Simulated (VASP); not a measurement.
# PtSe2 (P-3m1) in VASP: a series of runs, part 2 of 2

VASP 6.6.1. Earlier steps stand in the parts before.

**4. Single point, PBEsol (strain -0.080 along x and y, +0.040 along z)**

Input file INCAR:

```
SYSTEM = PtSe2
PREC     = Accurate       ! precision mode
ENCUT    = 520            ! plane-wave cutoff, eV
EDIFF    = 1E-6           ! SCF threshold, eV
ISMEAR   = 0              ! smearing method
SIGMA    = 0.15           ! smearing width, eV
LREAL    = .False.        ! projectors in reciprocal space
LASPH    = .True.         ! aspherical terms in the spheres
NELM     = 100            ! most SCF steps
ALGO     = Normal         ! electronic algorithm
ISIF     = 2              ! what is computed and relaxed
LWAVE    = .False.        ! write WAVECAR
LCHARG   = .False.        ! write CHGCAR
GGA      = PS             ! functional
NBANDS   = 18             ! bands
```

Input file KPOINTS:

```
regular mesh
0
Gamma
  12 12 10
  0 0 0
```

Input file POSCAR:

```
PtSe2
1.0
    3.4260805562      0.0000000000      0.0000000000
   -1.7130402781      2.9670727971      0.0000000000
    0.0000000000      0.0000000000      5.2644800000
Pt Se
1 2
Direct
    0.0000000000      0.0000000000      0.0000000000
    0.3333333333      0.6666666667      0.2500000000
    0.6666666667      0.3333333333      0.7500000000
```

Potentials or basis: VASP PAW PBE potentials, release 64 (Pt, Se).

Run with:

```console
$ cat potpaw_PBE.64/Pt/POTCAR potpaw_PBE.64/Se/POTCAR > POTCAR
$ mpirun -np 1 vasp_std > vasp.out
```

OUTCAR:

```text
SYSTEM = PtSe2
   PREC = Accurate
   ENCUT = 520
   EDIFF = 1E-6
   ISMEAR = 0
   LREAL = .False.
   LASPH = .True.
   NELM = 100
   ISIF = 2
   GGA = PS

 ion  position               nearest neighbor table
   1  0.000  0.000  0.000-   2 2.38   3 2.38   3 2.38   2 2.38   3 2.38   2 2.38
   2  0.333  0.667  0.250-   1 2.38   1 2.38   1 2.38
   3  0.667  0.333  0.750-   1 2.38   1 2.38   1 2.38

  LATTYP: Found a hexagonal cell.
 ALAT       =     3.4260805562
 C/A-ratio  =     1.5365896726

  Lattice vectors:

 A1 = (   3.4260805562,   0.0000000000,   0.0000000000)
 A2 = (  -1.7130402781,   2.9670727971,   0.0000000000)
 A3 = (   0.0000000000,   0.0000000000,   5.2644800000)

Analysis of symmetry for initial positions (statically):
=====================================================================
 Subroutine PRICEL returns:
 Original cell was already a primitive cell.

 Routine SETGRP: Setting up the symmetry group for a
 hexagonal supercell.

 Subroutine GETGRP returns: Found 12 space group operations
 (whereof 12 operations were pure point group operations)
 out of a pool of 24 trial point group operations.

[... 159 lines left out ...]
  ext. energy  EPLUGINS =         0.00000000
  ---------------------------------------------------
  free energy    TOTEN  =       -14.94136103 eV

  energy without entropy =      -14.93692058  energy(sigma->0) =      -14.93914081

 E-fermi :   8.1877     XC(G=0): -11.3930

 val. band max:        8.1813971831   @ k =   0.0000   0.1667   0.2000
 cond. band min:       8.2085683367   @ k =   0.0000   0.0000   0.0000
 fundamental gap:      0.0271711536
 Fermi energy:         8.1877415956

 k-point     1 :       0.0000    0.0000    0.0000
  band No.  band energies     occupation
      1      -8.7325      2.00000
      2      -5.6373      2.00000
      3      -0.4553      2.00000
      4       0.8425      2.00000
      5       0.8425      2.00000
      6       3.3423      2.00000
[... 481 lines left out ...]
      5       1.0431      2.00000
      6       2.7449      2.00000
[... 10 lines left out ...]
     17      17.0417      0.00000
     18      17.5731      0.00000

 [... further k-points ...]
[... 5 lines left out ...]
  --------------------------------------------------------------------------------------
  -------------------------------------------------------------------------------------
  Total       12.4195090     12.4195090      7.2208057     -0.0000000     -0.0000000      0.0000000
  in kB      371.8208654    371.8208654    216.1797406     -0.0000000     -0.0000000      0.0000000
  external PRESSURE =     319.9404905 kB  Pullay stress =       0.0000000 kB

 VOLUME and BASIS-vectors are now :
 -----------------------------------------------------------------------------
  energy-cutoff  :      520.00
  volume of cell :       53.52
      direct lattice vectors                 reciprocal lattice vectors
     3.426080556  0.000000000  0.000000000     0.291878718  0.168516256  0.000000000
    -1.713040278  2.967072797  0.000000000     0.000000000  0.337032513  0.000000000
     0.000000000  0.000000000  5.264480000     0.000000000  0.000000000  0.189952284

 POSITION                                       TOTAL-FORCE (eV/Angst)
 -----------------------------------------------------------------------------------
      0.00000      0.00000      0.00000         0.000000      0.000000      0.000000
     -0.00000      1.97805      1.31612         0.000000      0.000000      2.254671
      1.71304      0.98902      3.94836        -0.000000      0.000000     -2.254671
 -----------------------------------------------------------------------------------
    total drift:                               -0.000000     -0.000000     -0.000000

  FREE ENERGIE OF THE ION-ELECTRON SYSTEM (eV)
  ---------------------------------------------------
  free  energy   TOTEN  =       -14.9413610313 eV

  energy  without entropy=      -14.9369205830  energy(sigma->0) =      -14.93914081
```

OSZICAR:

```text
N       E                     dE             d eps       ncg     rms          rms(c)
DAV:   1     0.113510194591E+03    0.11351E+03   -0.10395E+04  5912   0.110E+03
DAV:   2    -0.107615712742E+02   -0.12427E+03   -0.12031E+03  7044   0.220E+02
DAV:   3    -0.158120869690E+02   -0.50505E+01   -0.50111E+01  7256   0.440E+01
DAV:   4    -0.158477700730E+02   -0.35683E-01   -0.35668E-01  7168   0.395E+00
DAV:   5    -0.158481087476E+02   -0.33867E-03   -0.33866E-03  7108   0.381E-01    0.195E+01
DAV:   6    -0.150931413338E+02    0.75497E+00   -0.31246E+00  6052   0.177E+01    0.103E+01
DAV:   7    -0.149813523901E+02    0.11179E+00   -0.63776E-01  5958   0.816E+00    0.500E+00
DAV:   8    -0.149423281950E+02    0.39024E-01   -0.48011E-02  6688   0.234E+00    0.760E-01
DAV:   9    -0.149414230284E+02    0.90517E-03   -0.83472E-03  6404   0.751E-01    0.171E-01
DAV:  10    -0.149413666370E+02    0.56391E-04   -0.10056E-03  6776   0.266E-01    0.953E-02
DAV:  11    -0.149413619246E+02    0.47124E-05   -0.71764E-05  6626   0.804E-02    0.429E-02
DAV:  12    -0.149413608712E+02    0.10534E-05   -0.19016E-05  6286   0.379E-02    0.885E-03
DAV:  13    -0.149413610313E+02   -0.16009E-06   -0.20936E-06  5456   0.995E-03
   1 F= -.14941361E+02 E0= -.14939141E+02  d E =-.444045E-02
```

Run time: 54 s. Hardware: 1 thread of Intel Xeon 6975P-C (Granite Rapids), shared host; peak memory 0.29 GiB.

Results:

* Free energy: -14.9414 eV
* Pressure: 32.0 GPa
* Largest force: 2.255 eV/Å

Forces on the atoms (eV/Å):
```
Pt   0.000  0.000  0.000
Se   0.000  0.000  2.255
Se   0.000  0.000 -2.255
```

Levels at points of the mesh, in eV from the Fermi level:
```csv
k point,band 8,band 9,band 10,band 11,band 12,band 13,band 14,band 15
"(0.00, 0.00, 0.00)",-3.40,-0.75,-0.75,0.02,2.17,2.17,4.02,5.48
"(0.50, 0.00, 0.00)",-3.88,-3.83,-3.43,-3.15,0.83,2.79,5.43,5.47
"(0.00, 0.00, 0.50)",-3.82,-1.74,-1.10,-1.10,2.94,2.94,4.71,7.21
"(0.50, 0.00, 0.50)",-3.89,-3.41,-2.84,-1.99,1.44,2.50,4.15,4.30
```

Caveat: the cell differs from its parent crystal (strain -0.080 along x and y, +0.040 along z); the PAW data sets were made with another functional, which shifts forces and pressure a little; spin-orbit coupling is left out, which moves the levels of the heavy elements.

**5. Summary**

| cell | gap on the mesh (eV) | pressure (GPa) | largest force (eV/Å) |
| --- | --- | --- | --- |
| a = 3.426, b = 3.426, c = 5.062 Å, angles 90.0, 90.0, 120.0°, 3 atoms | none | 41.4 | 3.16 |
| a = 3.575, b = 3.575, c = 4.657 Å, angles 90.0, 90.0, 120.0°, 3 atoms | none | 33.4 | 3.01 |
| a = 3.426, b = 3.426, c = 5.264 Å, angles 90.0, 90.0, 120.0°, 3 atoms | - | 32.0 | 2.25 |

Alike in all rows: task single point; level PBEsol; potentials or basis VASP PAW PBE potentials, release 64 (Pt, Se); no spin polarisation; k mesh 12 × 12 × 10; cutoff (eV) 520; smearing gaussian 0.15 eV.

Caveats: the PAW data sets were made with another functional, which shifts forces and pressure a little; spin-orbit coupling is left out, which moves the levels of the heavy elements.

Total energies depend on the potentials used, so only differences within one code and one set of settings carry meaning.
